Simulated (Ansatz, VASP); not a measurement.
## One calculation of TiO2, two programs

```
CELL_PARAMETERS angstrom
6.15358 -1.88347 0.00000
6.15358 1.88347 0.00000
-1.92833 0.00000 6.32897
ATOMIC_POSITIONS crystal
Ti 0.90007 0.90007 0.28960
Ti 0.19529 0.19529 0.28376
Ti 0.09993 0.09993 0.71040
Ti 0.80471 0.80471 0.71624
O 0.36193 0.36193 0.29340
O 0.26349 0.26349 0.65250
O 0.86719 0.86719 0.99529
O 0.73651 0.73651 0.34750
O 0.94165 0.94165 0.63002
O 0.13281 0.13281 0.00471
O 0.63807 0.63807 0.70660
O 0.05835 0.05835 0.36998
```

Alike in both runs: functional LDA; k mesh 8 × 8 × 4; occupations fermi-dirac, width 0.05 eV; no spin polarisation.

|  | VASP | Ansatz |
| --- | --- | --- |
| version | VASP 6.6.1 | Ansatz 0.2.0 |
| potentials or method | VASP PAW LDA potentials, release 64 (Ti_sv, O), cutoff 520 eV | all-electron LAPW, scalar-relativistic |
| task | single point | band structure |

```csv
,VASP,Ansatz,Ansatz less VASP
gap on the k mesh at the Fermi level (eV),2.64,2.66,+0.021
least direct gap on the mesh (eV),2.82,2.84,+0.020
pressure (GPa),-10.7,-11.6,-0.90
"traceless stress, the component that is largest in VASP (GPa)",0.19,0.31,+0.119
rms of the force components (eV/Å),0.079,0.094,+0.0149
```

LDA's correlation is that of Perdew and Zunger in VASP and of Perdew and Wang (1992) in Ansatz. Atom by atom the forces differ by 0.034 eV/Å (rms over components). Ansatz ran all-electron here, and VASP with PAW potentials.
